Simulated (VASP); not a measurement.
# GaN (I-4m2) in VASP: further runs, part 2 of 2

VASP 6.6.1. The steps go on from the part before.

### 4 Single point, r2SCAN (strain +0.025 along x and y, +0.050 along z)

POSCAR

```
GaN
1.0
    0.0000000000      2.3098381227      2.3661756379
    2.3098381227      0.0000000000      2.3661756379
    2.3098381227      2.3098381227      0.0000000000
Ga N
1 1
Direct
    0.0000000000      0.0000000000      0.0000000000
    0.7500000000      0.7500000000      0.7500000000
```

INCAR.step1

```
SYSTEM = GaN
PREC = Accurate
ENCUT = 520
ISMEAR = 0
SIGMA = 0.05
LREAL = .FALSE.
LASPH = .TRUE.
NELM = 100
NBANDS = 16
GGA = PE
ALGO = Normal
EDIFF = 1E-4
LWAVE = .TRUE.
LCHARG = .FALSE.
```

INCAR.step2

```
SYSTEM = GaN
PREC = Accurate
ENCUT = 520
EDIFF = 1E-6
ISMEAR = 0
SIGMA = 0.05
LREAL = .FALSE.
LASPH = .TRUE.
NELM = 100
ALGO = Normal
ISIF = 2
LWAVE = .FALSE.
LCHARG = .FALSE.
METAGGA = R2SCAN
LMIXTAU = .TRUE.
NBANDS = 16
ISTART = 1
```

KPOINTS

```
regular mesh
0
G
  10 10 10
  0 0 0
```

Potentials or basis: VASP PAW PBE potentials, release 64 (Ga_d, N).

The run is started by

```bash
$ cat potpaw_PBE.64/Ga_d/POTCAR potpaw_PBE.64/N/POTCAR > POTCAR
$ cp INCAR.step1 INCAR
$ mpirun -np 1 vasp_std > vasp.out
$ cp INCAR.step2 INCAR
$ mpirun -np 1 vasp_std > vasp.out
```

OUTCAR:

```text
SYSTEM = GaN
   PREC = Accurate
   ENCUT = 520
   EDIFF = 1E-6
   ISMEAR = 0
   LREAL = .FALSE.
   LASPH = .TRUE.
   NELM = 100
   ISIF = 2
   METAGGA = R2SCAN
   ISTART = 1

 ion  position               nearest neighbor table
   1  0.000  0.000  0.000-   2 2.02   2 2.02   2 2.02   2 2.02
   2  0.750  0.750  0.750-   1 2.02   1 2.02   1 2.02   1 2.02

  LATTYP: Found a body centered tetragonal cell.
 ALAT       =     3.2666044000
 C/A-ratio  =     1.4487065761

  Lattice vectors:

 A1 = (  -2.3098381227,   0.0000000000,   2.3661756379)
 A2 = (   2.3098381227,   0.0000000000,   2.3661756379)
 A3 = (   0.0000000000,   2.3098381227,  -2.3661756379)

Analysis of symmetry for initial positions (statically):
=====================================================================
 Subroutine PRICEL returns:
 Original cell was already a primitive cell.

 Routine SETGRP: Setting up the symmetry group for a
 body centered tetragonal supercell.

 Subroutine GETGRP returns: Found  8 space group operations
 (whereof  8 operations were pure point group operations)
 out of a pool of 16 trial point group operations.

The static configuration has the point symmetry D_2d.

Analysis of symmetry for dynamics (positions and initial velocities):
=====================================================================
 Subroutine PRICEL returns:
 Original cell was already a primitive cell.

 Routine SETGRP: Setting up the symmetry group for a
 body centered tetragonal supercell.

 Subroutine GETGRP returns: Found  8 space group operations
 (whereof  8 operations were pure point group operations)
 out of a pool of 16 trial point group operations.

The dynamic configuration has the point symmetry D_2d.

 Subroutine INISYM returns: Found  8 space group operations
 (whereof  8 operations are pure point group operations),
 and found     1 'primitive' translations

----------------------------------------------------------------------------------------

                                     Primitive cell

  volume of cell :      25.2488

  direct lattice vectors                    reciprocal lattice vectors
     0.000000000  2.309838123  2.366175638    -0.216465386  0.216465386  0.211311448
     2.309838123  0.000000000  2.366175638     0.216465386 -0.216465386  0.211311448
     2.309838123  2.309838123  0.000000000     0.216465386  0.216465386 -0.211311448

  length of vectors
     3.306681010  3.306681010  3.266604400     0.371977223  0.371977223  0.371977223

  position of ions in fractional coordinates (direct lattice)
     0.000000000  0.000000000  0.000000000
     0.750000000  0.750000000  0.750000000

  ion indices of the primitive-cell ions
   primitive index   ion index
                 1           1
                 2           2

----------------------------------------------------------------------------------------

 KPOINTS: regular mesh

Automatic generation of k-mesh.
 Grid dimensions read from file:
 generate k-points for:   10   10   10

 Generating k-lattice:

  Cartesian coordinates                     Fractional coordinates (reciprocal lattice)
    -0.021646539  0.021646539  0.021131145     0.100000000  0.000000000  0.000000000
     0.021646539 -0.021646539  0.021131145     0.000000000  0.100000000  0.000000000
     0.021646539  0.021646539 -0.021131145    -0.000000000 -0.000000000  0.100000000

  Length of vectors
     0.037197722  0.037197722  0.037197722

  Shift w.r.t. Gamma in fractional coordinates (k-lattice)
     0.000000000  0.000000000  0.000000000

 Subroutine IBZKPT returns following result:
 ===========================================

 Found    102 irreducible k-points:

 Following reciprocal coordinates:
            Coordinates               Weight
  0.000000  0.000000  0.000000      1.000000
  0.100000  0.000000  0.000000      8.000000
  0.200000  0.000000  0.000000      8.000000
  0.300000  0.000000  0.000000      8.000000
  0.400000 -0.000000  0.000000      8.000000
  0.500000 -0.000000  0.000000      4.000000
[... 16 lines left out ...]
  0.300000  0.300000  0.000000      2.000000
  0.400000  0.300000  0.000000      8.000000
 [... further k-points ...]
   k-points           NKPTS =    102   k-points in BZ     NKDIM =    102   number of bands    NBANDS=     16
   number of dos      NEDOS =    301   number of ions     NIONS =      2
   total plane-waves  NPLWV =  18816
   dimension x,y,z NGX =    28 NGY =   28 NGZ =   24
   dimension x,y,z NGXF=    56 NGYF=   56 NGZF=   48
   ions per type =               1   1
   NGX,Y,Z   is equivalent  to a cutoff of  14.08, 14.08, 12.21 a.u.
   NGXF,Y,Z  is equivalent  to a cutoff of  28.15, 28.15, 24.43 a.u.
 SYSTEM =  GaN
   PREC   = accura    normal or accurate (medium, high low for compatibility)
   ISTART =      1    job   : 0-new  1-cont  2-samecut
   ICHARG =      0    charge: 1-file 2-atom 10-const
   ISPIN  =      1    spin polarized calculation?
   LNONCOLLINEAR =      F non collinear calculations
   LSORBIT =      F    spin-orbit coupling
   LASPH  =      T    aspherical Exc in radial PAW
   ENCUT  =  520.0 eV  38.22 Ry    6.18 a.u.   6.15  6.15  6.07*2*pi/ulx,y,z
   NELM   =    100;   NELMIN=  2; NELMDL=  0     # of ELM steps
   EDIFF  = 0.1E-05   stopping-criterion for ELM
   LREAL  =      F    real-space projection
   EDIFFG = 0.1E-04   stopping-criterion for IOM
   NSW    =      0    number of steps for IOM
   IBRION =     -1    ionic relax: 0-MD 1-quasi-New 2-CG
   NFREE  =      0    steps in history (QN), initial steepest desc. (CG)
   ISIF   =      2    stress and relaxation
   ISYM   =      2    0-nonsym 1-usesym 2-fastsym
   POTIM  = 0.5000    time-step for ionic-motion
   TEBEG  =    0.0;   TEEND  =   0.0 temperature during run
   PSTRESS=    0.0 pullay stress
   NELECT =      18.0000    total number of electrons
   NUPDOWN=      -1.0000    fix difference up-down
   EMIN   =  10.00;   EMAX   =-10.00  energy-range for DOS
   EFERMI =   0.00;   METHOD = LEGACY
   ISMEAR =     0;   SIGMA  =   0.05  broadening in eV -4-tet -1-fermi 0-gaus
   EFERMI_NEDOS =   21; number of points for ismear=-14 and -15
   IALGO  =     38    algorithm
   IMIX   =      4    mixing-type and parameters
     AMIX     =   0.40;   BMIX     =  1.00
     AMIX_MAG =   1.60;   BMIX_MAG =  1.00
  volume/ion in A,a.u.               =      12.62        85.19
  Fermi-wavevector in a.u.,A,eV,Ry     =   1.462466  2.763659 29.100215  2.138805
  Thomas-Fermi vector in A             =   2.578676
   LORBIT       =      0    0 simple, 1 ext, 2 COOP (PROOUT), +10 PAW based schemes
   METAGGA = R2SCAN    functional components
   LHFCALC =     F    Hartree Fock is set to
   AEXX    =    0.0000 exact exchange contribution
   IVDW    =     0    specifies the selected vdW correction
   LEPSILON=     F    determine dielectric tensor
   LRPA    =     F    only Hartree local field effects (RPA)
 non-spin polarized calculation
 Gauss-broadening in eV      SIGMA  =   0.05
  energy-cutoff  :      520.00
  volume of cell :       25.25
 maximum number of plane-waves:       692
 NGX is ok and might be reduce to    28
   NGX = 13   NGY = 13   NGZ = 13

 number of electron      18.0000003 magnetization

 Free energy of the ion-electron system (eV)
  ---------------------------------------------------
  ext. energy  EPLUGINS =         0.00000000
  ---------------------------------------------------
  free energy    TOTEN  =       -21.76882445 eV

  energy without entropy =      -21.76882445  energy(sigma->0) =      -21.76882445

 E-fermi :   4.2420     XC(G=0): -12.0681

 val. band max:        4.0451756903   @ k =   0.0000   0.0000   0.0000
 cond. band min:       5.4708256779   @ k =   0.0000   0.0000   0.0000
 fundamental gap:      1.4256499876
 Fermi energy:         4.2419795667

 k-point     1 :       0.0000    0.0000    0.0000
  band No.  band energies     occupation
      1     -11.9283      2.00000
      2      -9.8088      2.00000
      3      -9.7866      2.00000
      4      -9.7863      2.00000
      5      -9.5377      2.00000
      6      -9.5348      2.00000
[... 8 lines left out ...]
     15      22.4630      0.00000
     16      23.2115      0.00000
[... 419 lines left out ...]
 k-point    24 :       0.4000    0.3000    0.0000
  band No.  band energies     occupation
      1     -11.2072      2.00000
      2      -9.6605      2.00000
      3      -9.6157      2.00000
      4      -9.6116      2.00000
      5      -9.4958      2.00000
      6      -8.6636      2.00000
[... 8 lines left out ...]
     15      25.7861      0.00000
     16      26.4402      0.00000

 [... further k-points ...]
[... 5 lines left out ...]
  --------------------------------------------------------------------------------------
  -------------------------------------------------------------------------------------
  Total       -2.2777953     -2.2777953     -2.8139163      0.0000000     -0.0000000      0.0000000
  in kB     -144.5390520   -144.5390520   -178.5589763      0.0000000     -0.0000000      0.0000000
  external PRESSURE =    -155.8790267 kB  Pullay stress =       0.0000000 kB

 VOLUME and BASIS-vectors are now :
 -----------------------------------------------------------------------------
  energy-cutoff  :      520.00
  volume of cell :       25.25
      direct lattice vectors                 reciprocal lattice vectors
     0.000000000  2.309838123  2.366175638    -0.216465386  0.216465386  0.211311448
     2.309838123  0.000000000  2.366175638     0.216465386 -0.216465386  0.211311448
     2.309838123  2.309838123  0.000000000     0.216465386  0.216465386 -0.211311448

 POSITION                                       TOTAL-FORCE (eV/Angst)
 -----------------------------------------------------------------------------------
      0.00000      0.00000      0.00000        -0.000000     -0.000000      0.000000
      3.46476      3.46476      3.54926         0.000000      0.000000      0.000000
 -----------------------------------------------------------------------------------
    total drift:                               -0.000057     -0.000057      0.000093

  FREE ENERGIE OF THE ION-ELECTRON SYSTEM (eV)
  ---------------------------------------------------
  free  energy   TOTEN  =       -21.7688244547 eV

  energy  without entropy=      -21.7688244547  energy(sigma->0) =      -21.76882445
```

OUTCAR.step1:

```text
SYSTEM = GaN
   PREC = Accurate
   ENCUT = 520
   ISMEAR = 0
   LREAL = .FALSE.
   LASPH = .TRUE.
[... 679 lines left out ...]
      0.00000      0.00000      0.00000        -0.000000     -0.000000     -0.000000
      3.46476      3.46476      3.54926         0.000000      0.000000      0.000000
 -----------------------------------------------------------------------------------
    total drift:                               -0.000006     -0.000006     -0.000001

  FREE ENERGIE OF THE ION-ELECTRON SYSTEM (eV)
  ---------------------------------------------------
  free  energy   TOTEN  =       -12.0923669150 eV

  energy  without entropy=      -12.0923669150  energy(sigma->0) =      -12.09236691
```

Wall time 3.9 min (1 thread of Intel Xeon 8259CL, shared host); peak memory 0.18 GiB.

What came out:

```yaml
Free_energy: -21.7688 eV
Pressure: -15.6 GPa
Band_gap_on_the_k_mesh: 1.43 eV
```

Levels at points of the mesh, in eV from the valence-band top:
| k point | band 7 | band 8 | band 9 | band 10 | band 11 | band 12 |
| --- | --- | --- | --- | --- | --- | --- |
| (0.00, 0.00, 0.00) | -0.11 | 0.00 | 0.00 | 1.43 | 10.30 | 10.30 |
| (0.50, 0.00, 0.00) | -6.58 | -1.00 | -0.83 | 4.42 | 8.87 | 10.28 |
| (0.50, 0.50, 0.00) | -6.02 | -2.37 | -2.37 | 3.78 | 6.81 | 11.63 |
| (0.50, 0.00, 0.50) | -5.78 | -2.55 | -2.54 | 3.64 | 6.46 | 11.92 |

Caveat: the cell differs from its parent crystal (strain +0.025 along x and y, +0.050 along z); the cell stands under tension; the PAW data sets were made with another functional, which shifts forces and pressure a little.

### 5 Overview

| cell | gap on the mesh (eV) | pressure (GPa) |
| --- | --- | --- |
| a = 3.188, b = 3.188, c = 3.107 Å, angles 60.8, 60.8, 58.3°, 2 atoms | 2.20 | 5.1 |
| a = 3.229, b = 3.229, c = 3.107 Å, angles 61.2, 61.2, 57.5°, 2 atoms | 1.98 | -0.1 |
| a = 3.307, b = 3.307, c = 3.267 Å, angles 60.4, 60.4, 59.2°, 2 atoms | 1.43 | -15.6 |

Alike in all rows: task single point; level r2SCAN; potentials or basis VASP PAW PBE potentials, release 64 (Ga_d, N); no spin polarisation; k mesh 10 × 10 × 10; cutoff (eV) 520; smearing gaussian 0.05 eV.

Caveats: the PAW data sets were made with another functional, which shifts forces and pressure a little; the stress differs along the axes, from 0 to 7 GPa (at least some runs); the stress differs along the axes, from -8 to 4 GPa (at least some runs); the cell stands under tension (at least some runs).

Total energies depend on the potentials used, so only differences within one code and one set of settings carry meaning.
